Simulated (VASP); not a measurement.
# Sn3Se (Fm-3m) in VASP: further runs

Runs on Sn3Se. Level: PBE. Tasks: single point.

All numbers are computed with VASP 6.6.1; they aren't measurements. Logs are shortened: lines on timing, memory, paths and dates and some standing lists are left out, and cuts for length are marked.

### 1 The cell of the first run

The structure is cubic, space group Fm-3m (No. 225). The conventional cell has a = 7.466 Å, b = 7.466 Å, c = 7.466 Å, α = 90.00°, β = 90.00°, γ = 90.00°. Sn (site symmetry -43m) has 10 Sn at 3.23 to 3.73 Å and 4 Se at 3.23 Å within 4.3 Å. Sn (site symmetry m-3m) has 8 Sn at 3.23 Å and 6 Se at 3.73 Å within 4.3 Å. Se (site symmetry m-3m) has 14 Sn at 3.23 to 3.73 Å within 4.3 Å.

### 2 Single point, PBE

File INCAR:

```
  PREC = Accurate
  ENCUT = 500
  EDIFF = 1E-6
  ISMEAR = -1
  SIGMA = 0.1
  LREAL = F
  LASPH = T
  NELM = 120
  ALGO = Normal
  ISIF = 2
  LWAVE = F
  LCHARG = F
  GGA = PE
  NBANDS = 32
  GGA_COMPAT = F
```

File KPOINTS:

```
regular mesh
0
Gamma
  2 2 2
```

File POSCAR:

```
Sn3Se
1.0
    5.2794540000      0.0000000000      0.0000000000
    2.6397270000      4.5721412821      0.0000000000
    2.6397270000      1.5240470940      4.3106561402
Sn Se
3 1
Direct
    0.2500000000      0.2500000000      0.2500000000
    0.7500000000      0.7500000000      0.7500000000
    0.5000000000      0.5000000000      0.5000000000
    0.0000000000      0.0000000000      0.0000000000
```

Potentials or basis: VASP PAW PBE potentials, release 64 (Sn_d, Se).

On the command line:

```console
cat potpaw_PBE.64/Sn_d/POTCAR potpaw_PBE.64/Se/POTCAR > POTCAR
mpirun -np 1 vasp_std > vasp.out
```

OUTCAR:

```text
PREC = Accurate
   ENCUT = 500
   EDIFF = 1E-6
   ISMEAR = -1
   LREAL = F
   LASPH = T
   NELM = 120
   ISIF = 2
   GGA = PE

 ion  position               nearest neighbor table
   1  0.250  0.250  0.250-   4 3.23   3 3.23   4 3.23   3 3.23   3 3.23   4 3.23   4 3.23   3 3.23
                             2 3.73   2 3.73   2 3.73   2 3.73   2 3.73   2 3.73
   2  0.750  0.750  0.750-   3 3.23   4 3.23   4 3.23   3 3.23   4 3.23   3 3.23   3 3.23   4 3.23
                             1 3.73   1 3.73   1 3.73   1 3.73   1 3.73   1 3.73
   3  0.500  0.500  0.500-   1 3.23   2 3.23   2 3.23   1 3.23   2 3.23   1 3.23   1 3.23   2 3.23

   4  0.000  0.000  0.000-   2 3.23   1 3.23   2 3.23   1 3.23   1 3.23   2 3.23   2 3.23   1 3.23

  LATTYP: Found a face centered cubic cell.
 ALAT       =     7.4662754487

  Lattice vectors:

 A1 = (   5.2794540000,   0.0000000000,   0.0000000000)
 A2 = (   2.6397270000,   4.5721412821,   0.0000000000)
 A3 = (   2.6397270000,   1.5240470940,   4.3106561402)

Analysis of symmetry for initial positions (statically):
=====================================================================
 Subroutine PRICEL returns:
 Original cell was already a primitive cell.

 Routine SETGRP: Setting up the symmetry group for a
 face centered cubic supercell.

 Subroutine GETGRP returns: Found 48 space group operations
 (whereof 48 operations were pure point group operations)
 out of a pool of 48 trial point group operations.

The static configuration has the point symmetry O_h .

Analysis of symmetry for dynamics (positions and initial velocities):
=====================================================================
 Subroutine PRICEL returns:
 Original cell was already a primitive cell.

 Routine SETGRP: Setting up the symmetry group for a
 face centered cubic supercell.

 Subroutine GETGRP returns: Found 48 space group operations
 (whereof 48 operations were pure point group operations)
 out of a pool of 48 trial point group operations.

The dynamic configuration has the point symmetry O_h .

 Subroutine INISYM returns: Found 48 space group operations
 (whereof 48 operations are pure point group operations),
 and found     1 'primitive' translations

----------------------------------------------------------------------------------------

                                     Primitive cell

  volume of cell :     104.0524

  direct lattice vectors                    reciprocal lattice vectors
     5.279454000  0.000000000  0.000000000     0.189413526 -0.109357950 -0.077327748
     2.639727000  4.572141282  0.000000000     0.000000000  0.218715901 -0.077327748
     2.639727000  1.524047094  4.310656140     0.000000000  0.000000000  0.231983245

  length of vectors
     5.279454000  5.279454000  5.279454000     0.231983245  0.231983245  0.231983245

  position of ions in fractional coordinates (direct lattice)
     0.250000000  0.250000000  0.250000000
     0.750000000  0.750000000  0.750000000
     0.500000000  0.500000000  0.500000000
     0.000000000  0.000000000  0.000000000

  ion indices of the primitive-cell ions
   primitive index   ion index
                 1           1
                 2           2
                 3           3
                 4           4

----------------------------------------------------------------------------------------

 KPOINTS: regular mesh

Automatic generation of k-mesh.
 Grid dimensions read from file:
 generate k-points for:    2    2    2

 Generating k-lattice:

  Cartesian coordinates                     Fractional coordinates (reciprocal lattice)
     0.094706763 -0.054678975 -0.038663874     0.500000000  0.000000000  0.000000000
     0.000000000  0.109357950 -0.038663874     0.000000000  0.500000000  0.000000000
     0.000000000  0.000000000  0.115991623     0.000000000  0.000000000  0.500000000

  Length of vectors
     0.115991623  0.115991623  0.115991623

  Shift w.r.t. Gamma in fractional coordinates (k-lattice)
     0.000000000  0.000000000  0.000000000

 Subroutine IBZKPT returns following result:
 ===========================================

 Found      3 irreducible k-points:

 Following reciprocal coordinates:
            Coordinates               Weight
  0.000000  0.000000  0.000000      1.000000
  0.500000 -0.000000 -0.000000      4.000000
  0.500000  0.500000  0.000000      3.000000
   k-points           NKPTS =      3   k-points in BZ     NKDIM =      3   number of bands    NBANDS=     32
   number of dos      NEDOS =    301   number of ions     NIONS =      4
   total plane-waves  NPLWV =  64000
   dimension x,y,z NGX =    40 NGY =   40 NGZ =   40
   dimension x,y,z NGXF=    80 NGYF=   80 NGZF=   80
   ions per type =               3   1
   NGX,Y,Z   is equivalent  to a cutoff of  12.60, 12.60, 12.60 a.u.
   NGXF,Y,Z  is equivalent  to a cutoff of  25.19, 25.19, 25.19 a.u.
 SYSTEM =  unknown system
   PREC   = accura    normal or accurate (medium, high low for compatibility)
   ISTART =      0    job   : 0-new  1-cont  2-samecut
   ICHARG =      2    charge: 1-file 2-atom 10-const
   ISPIN  =      1    spin polarized calculation?
   LNONCOLLINEAR =      F non collinear calculations
   LSORBIT =      F    spin-orbit coupling
   LASPH  =      T    aspherical Exc in radial PAW
   ENCUT  =  500.0 eV  36.75 Ry    6.06 a.u.   9.63  9.63  9.63*2*pi/ulx,y,z
   NELM   =    120;   NELMIN=  2; NELMDL= -5     # of ELM steps
   EDIFF  = 0.1E-05   stopping-criterion for ELM
   LREAL  =      F    real-space projection
   EDIFFG = 0.1E-04   stopping-criterion for IOM
   NSW    =      0    number of steps for IOM
   IBRION =     -1    ionic relax: 0-MD 1-quasi-New 2-CG
   NFREE  =      0    steps in history (QN), initial steepest desc. (CG)
   ISIF   =      2    stress and relaxation
   ISYM   =      2    0-nonsym 1-usesym 2-fastsym
   POTIM  = 0.5000    time-step for ionic-motion
   TEBEG  =    0.0;   TEEND  =   0.0 temperature during run
   PSTRESS=    0.0 pullay stress
   NELECT =      48.0000    total number of electrons
   NUPDOWN=      -1.0000    fix difference up-down
   EMIN   =  10.00;   EMAX   =-10.00  energy-range for DOS
   EFERMI =   0.00;   METHOD = LEGACY
   ISMEAR =    -1;   SIGMA  =   0.10  broadening in eV -4-tet -1-fermi 0-gaus
   EFERMI_NEDOS =   21; number of points for ismear=-14 and -15
   IALGO  =     38    algorithm
   IMIX   =      4    mixing-type and parameters
     AMIX     =   0.40;   BMIX     =  1.00
     AMIX_MAG =   1.60;   BMIX_MAG =  1.00
  volume/ion in A,a.u.               =      26.01       175.55
  Fermi-wavevector in a.u.,A,eV,Ry     =   1.264944  2.390397 21.770449  1.600083
  Thomas-Fermi vector in A             =   2.398223
   LORBIT       =      0    0 simple, 1 ext, 2 COOP (PROOUT), +10 PAW based schemes
   GGA     = PE    functional components
   LHFCALC =     F    Hartree Fock is set to
   AEXX    =    0.0000 exact exchange contribution
   IVDW    =     0    specifies the selected vdW correction
   LEPSILON=     F    determine dielectric tensor
   LRPA    =     F    only Hartree local field effects (RPA)
 non-spin polarized calculation
  energy-cutoff  :      500.00
  volume of cell :      104.05
 maximum number of plane-waves:      2685
 NGX is ok and might be reduce to    40
   NGX = 19   NGY = 19   NGZ = 19

 number of electron      48.0000025 magnetization

 Free energy of the ion-electron system (eV)
  ---------------------------------------------------
  ext. energy  EPLUGINS =         0.00000000
  ---------------------------------------------------
  free energy    TOTEN  =       -15.16315957 eV

  energy without entropy =      -15.03799368  energy(sigma->0) =      -15.10057662

 E-fermi :   7.4860     XC(G=0): -10.2869

 val. band max:        6.8527375386   @ k =   0.5000   0.5000   0.0000
 cond. band min:       7.5916173603   @ k =   0.5000  -0.0000  -0.0000
 fundamental gap:      0.7388798216
 Fermi energy:         7.4859517138

 k-point     1 :       0.0000    0.0000    0.0000
  band No.  band energies     occupation
      1     -14.3354      2.00000
      2     -14.3354      2.00000
      3     -14.2995      2.00000
      4     -14.2995      2.00000
      5     -14.2995      2.00000
      6     -14.2985      2.00000
[... 24 lines left out ...]
     31      13.7841      0.00000
     32      13.7841      0.00000

 k-point     2 :       0.5000   -0.0000   -0.0000
  band No.  band energies     occupation
      1     -14.3266      2.00000
      2     -14.3266      2.00000
      3     -14.3061      2.00000
      4     -14.2845      2.00000
      5     -14.2845      2.00000
      6     -14.2814      2.00000
[... 24 lines left out ...]
     31      13.0242      0.00000
     32      16.2861      0.00000

 k-point     3 :       0.5000    0.5000    0.0000
  band No.  band energies     occupation
      1     -14.3313      2.00000
      2     -14.3313      2.00000
      3     -14.3154      2.00000
      4     -14.3151      2.00000
      5     -14.3008      2.00000
      6     -14.2795      2.00000
[... 24 lines left out ...]
     31      12.5504      0.00000
     32      13.4100      0.00000

------------------------ aborting loop because EDIFF is reached ----------------------------------------

  FORCE on cell =-STRESS in cart. coord.  units (eV):
  Direction    XX          YY          ZZ          XY          YZ          ZX
  --------------------------------------------------------------------------------------
  -------------------------------------------------------------------------------------
  Total       -0.1735173     -0.1735173     -0.1735173     -0.0000000      0.0000000      0.0000000
  in kB       -2.6717841     -2.6717841     -2.6717841     -0.0000000      0.0000000      0.0000000
  external PRESSURE =      -2.6717841 kB  Pullay stress =       0.0000000 kB

 VOLUME and BASIS-vectors are now :
 -----------------------------------------------------------------------------
  energy-cutoff  :      500.00
  volume of cell :      104.05
      direct lattice vectors                 reciprocal lattice vectors
     5.279454000  0.000000000  0.000000000     0.189413526 -0.109357950 -0.077327748
     2.639727000  4.572141282  0.000000000     0.000000000  0.218715901 -0.077327748
     2.639727000  1.524047094  4.310656140     0.000000000  0.000000000  0.231983245

 POSITION                                       TOTAL-FORCE (eV/Angst)
 -----------------------------------------------------------------------------------
      2.63973      1.52405      1.07766        -0.000000     -0.000000     -0.000000
      7.91918      4.57214      3.23299         0.000000      0.000000      0.000000
      5.27945      3.04809      2.15533        -0.000000     -0.000000      0.000000
      0.00000      0.00000      0.00000        -0.000000     -0.000000      0.000000
 -----------------------------------------------------------------------------------
    total drift:                                0.000000     -0.000000     -0.000000

  FREE ENERGIE OF THE ION-ELECTRON SYSTEM (eV)
  ---------------------------------------------------
  free  energy   TOTEN  =       -15.1631595654 eV

  energy  without entropy=      -15.0379936832  energy(sigma->0) =      -15.10057662
```

Run time: 12 s. Hardware: 1 thread of AMD EPYC 7R13 (Zen 3), shared host; peak memory 0.19 GiB.

Results:

- Free energy: -15.1632 eV
- Pressure: -0.3 GPa
- Band gap on the k mesh: zero (band 24 reaches 7.65 eV, above the bottom of band 25 at 5.95 eV)

Levels at points of the mesh, in eV from the Fermi level:
| k point | band 20 | band 21 | band 22 | band 23 | band 24 | band 25 | band 26 | band 27 | band 28 | band 29 |
| --- | --- | --- | --- | --- | --- | --- | --- | --- | --- | --- |
| (0.00, 0.00, 0.00) | -3.15 | -3.15 | -3.14 | -1.54 | -1.54 | -1.54 | -0.82 | -0.82 | -0.82 | 3.83 |
| (0.50, 0.00, 0.00) | -3.64 | -3.64 | -2.41 | -2.41 | -1.16 | 0.11 | 1.84 | 1.84 | 3.25 | 3.25 |
| (0.50, 0.50, 0.00) | -5.07 | -5.07 | -0.63 | 0.16 | 0.16 | 0.73 | 2.50 | 2.50 | 2.98 | 3.86 |

Caveat: the k points lie up to 0.73 Å⁻¹ apart; spin-orbit coupling is left out, which moves the levels of the heavy elements.

### 3 Single point, PBE

File INCAR:

```
SYSTEM = Sn3Se
PREC = Accurate
ENCUT = 500
EDIFF = 1E-6
ISMEAR = -1
SIGMA = 0.1
LREAL = .FALSE.
LASPH = .TRUE.
NELM = 120
ALGO = Normal
ISIF = 2
LWAVE = .FALSE.
LCHARG = .TRUE.
GGA = PE
LELF = .TRUE.
LVHAR = .TRUE.
NBANDS = 32
GGA_COMPAT = .FALSE.
```

File KPOINTS:

```
Automatic mesh
0
G
  3 3 3
  0 0 0
```

POSCAR is that of step 2.

Potentials or basis: VASP PAW PBE potentials, release 64 (Sn_d, Se).

On the command line:

```console
cat potpaw_PBE.64/Sn_d/POTCAR potpaw_PBE.64/Se/POTCAR > POTCAR
mpirun -np 1 vasp_std > vasp.out
```

OUTCAR:

```text
SYSTEM = Sn3Se
   PREC = Accurate
   ENCUT = 500
   EDIFF = 1E-6
   ISMEAR = -1
   LREAL = .FALSE.
   LASPH = .TRUE.
   NELM = 120
   ISIF = 2
   GGA = PE

 ion  position               nearest neighbor table
   1  0.250  0.250  0.250-   4 3.23   3 3.23   4 3.23   3 3.23   3 3.23   4 3.23   4 3.23   3 3.23
                             2 3.73   2 3.73   2 3.73   2 3.73   2 3.73   2 3.73
   2  0.750  0.750  0.750-   3 3.23   4 3.23   4 3.23   3 3.23   4 3.23   3 3.23   3 3.23   4 3.23
                             1 3.73   1 3.73   1 3.73   1 3.73   1 3.73   1 3.73
   3  0.500  0.500  0.500-   1 3.23   2 3.23   2 3.23   1 3.23   2 3.23   1 3.23   1 3.23   2 3.23

   4  0.000  0.000  0.000-   2 3.23   1 3.23   2 3.23   1 3.23   1 3.23   2 3.23   2 3.23   1 3.23

  LATTYP: Found a face centered cubic cell.
 ALAT       =     7.4662754487

  Lattice vectors:

 A1 = (   5.2794540000,   0.0000000000,   0.0000000000)
 A2 = (   2.6397270000,   4.5721412821,   0.0000000000)
 A3 = (   2.6397270000,   1.5240470940,   4.3106561402)

Analysis of symmetry for initial positions (statically):
=====================================================================
 Subroutine PRICEL returns:
 Original cell was already a primitive cell.
[... 154 lines left out ...]

 val. band max:        7.0423796893   @ k =   0.3333   0.3333   0.0000
 cond. band min:       8.1689075536   @ k =   0.3333   0.0000   0.0000
 fundamental gap:      1.1265278643
 Fermi energy:         7.1292557127

 k-point     1 :       0.0000    0.0000    0.0000
  band No.  band energies     occupation
      1     -14.4190      2.00000
      2     -14.4190      2.00000
      3     -14.3858      2.00000
      4     -14.3858      2.00000
      5     -14.3858      2.00000
      6     -14.3745      2.00000
[... 129 lines left out ...]
     31      13.0392      0.00000
     32      15.4053      0.00000

------------------------ aborting loop because EDIFF is reached ----------------------------------------

  FORCE on cell =-STRESS in cart. coord.  units (eV):
  Direction    XX          YY          ZZ          XY          YZ          ZX
  --------------------------------------------------------------------------------------
  -------------------------------------------------------------------------------------
  Total        0.0217892      0.0217892      0.0217892      0.0000000     -0.0000000     -0.0000000
  in kB        0.3355053      0.3355053      0.3355053      0.0000000     -0.0000000     -0.0000000
  external PRESSURE =       0.3355053 kB  Pullay stress =       0.0000000 kB

 VOLUME and BASIS-vectors are now :
 -----------------------------------------------------------------------------
  energy-cutoff  :      500.00
  volume of cell :      104.05
      direct lattice vectors                 reciprocal lattice vectors
     5.279454000  0.000000000  0.000000000     0.189413526 -0.109357950 -0.077327748
     2.639727000  4.572141282  0.000000000     0.000000000  0.218715901 -0.077327748
     2.639727000  1.524047094  4.310656140     0.000000000  0.000000000  0.231983245

 POSITION                                       TOTAL-FORCE (eV/Angst)
 -----------------------------------------------------------------------------------
      2.63973      1.52405      1.07766        -0.000000     -0.000000     -0.000000
      7.91918      4.57214      3.23299         0.000000      0.000000     -0.000000
      5.27945      3.04809      2.15533        -0.000000     -0.000000      0.000000
      0.00000      0.00000      0.00000        -0.000000     -0.000000      0.000000
 -----------------------------------------------------------------------------------
    total drift:                                0.000000     -0.000000     -0.000000

  FREE ENERGIE OF THE ION-ELECTRON SYSTEM (eV)
  ---------------------------------------------------
  free  energy   TOTEN  =       -15.3244978896 eV

  energy  without entropy=      -15.2556772690  energy(sigma->0) =      -15.29008758
```

OSZICAR:

```text
N       E                     dE             d eps       ncg     rms          rms(c)
DAV:   1     0.444524873784E+03    0.44452E+03   -0.23345E+04   272   0.221E+03
DAV:   2     0.430403624403E+02   -0.40148E+03   -0.38669E+03   256   0.554E+02
DAV:   3    -0.130390832879E+02   -0.56079E+02   -0.54562E+02   312   0.174E+02
DAV:   4    -0.154914879884E+02   -0.24524E+01   -0.24454E+01   272   0.389E+01
DAV:   5    -0.155673424030E+02   -0.75854E-01   -0.75852E-01   344   0.720E+00    0.370E+00
DAV:   6    -0.153275757372E+02    0.23977E+00   -0.36525E-01   328   0.686E+00    0.212E+00
DAV:   7    -0.153265745621E+02    0.10012E-02   -0.11992E-01   320   0.270E+00    0.108E+00
DAV:   8    -0.153246708750E+02    0.19037E-02   -0.14863E-02   304   0.898E-01    0.166E-01
DAV:   9    -0.153244621722E+02    0.20870E-03   -0.20426E-03   288   0.332E-01    0.620E-02
DAV:  10    -0.153244950506E+02   -0.32878E-04   -0.24042E-04   320   0.163E-01    0.228E-02
DAV:  11    -0.153245001994E+02   -0.51489E-05   -0.32266E-05   304   0.518E-02    0.116E-02
DAV:  12    -0.153244975526E+02    0.26468E-05   -0.39987E-06   304   0.300E-02    0.242E-03
DAV:  13    -0.153244978896E+02   -0.33702E-06   -0.12673E-06   160   0.166E-02
   1 F= -.15324498E+02 E0= -.15290088E+02  d E =-.688206E-01
```

stdout:

```text
POSCAR found type information on POSCAR SnSe
 POSCAR found :  2 types and       4 ions
 scaLAPACK will be used
 LDA part: xc-table for (Slater+PW92), standard interpolation
 POSCAR, INCAR and KPOINTS ok, starting setup
 FFT: planning ... GRIDC
 FFT: planning ... GRID_SOFT
 FFT: planning ... GRID
 WAVECAR not read
 entering main loop
```

It took 16 s on 1 thread of AMD EPYC 7R13 (Zen 3), shared host; peak memory 0.2 GiB.

Results:

```
Free energy : -15.3245 eV
Pressure    : 0.0 GPa
```

Caveat: the k points lie up to 0.49 Å⁻¹ apart; this odd mesh misses L, where the gap lies, so gap, dielectric constants and Born charges aren't listed; spin-orbit coupling is left out, which moves the levels of the heavy elements.

[end of part 1 of 2]
